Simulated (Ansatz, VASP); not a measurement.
Ag in VASP and in Ansatz

```
CELL_PARAMETERS angstrom
0.00000 2.06750 2.06750
2.06750 0.00000 2.06750
2.06750 2.06750 0.00000
ATOMIC_POSITIONS crystal
Ag 0.00000 0.00000 0.00000
```

Alike in both runs: task single point; functional LDA; k mesh 8 × 8 × 8; occupations gaussian, width 0.1 eV; no spin polarisation.

```csv
,VASP,Ansatz
version,VASP 6.6.1,Ansatz 0.2.0
potentials or method,"VASP PAW LDA potentials, release 64 (Ag), cutoff 520 eV","scalar-relativistic, plane waves, PAW"
valence electrons in the cell,11,19
```

VASP gave:

```
gap on the k mesh at the Fermi level (eV) : none
pressure (GPa)                            : -9.7
```

Task: Estimate Ansatz's values.

Result: gap on the k mesh at the Fermi level (eV): none; pressure (GPa): -9.8.

Ansatz warns that its potentials were made for another functional, while VASP's fit it. LDA's correlation is that of Perdew and Zunger in VASP and of Perdew and Wang (1992) in Ansatz. A gap of «none» marks a metal or a gap that the smearing closes. VASP's potentials hold 11 valence electrons a cell and Ansatz's 19, so a difference there can come from the potentials and not from the codes.
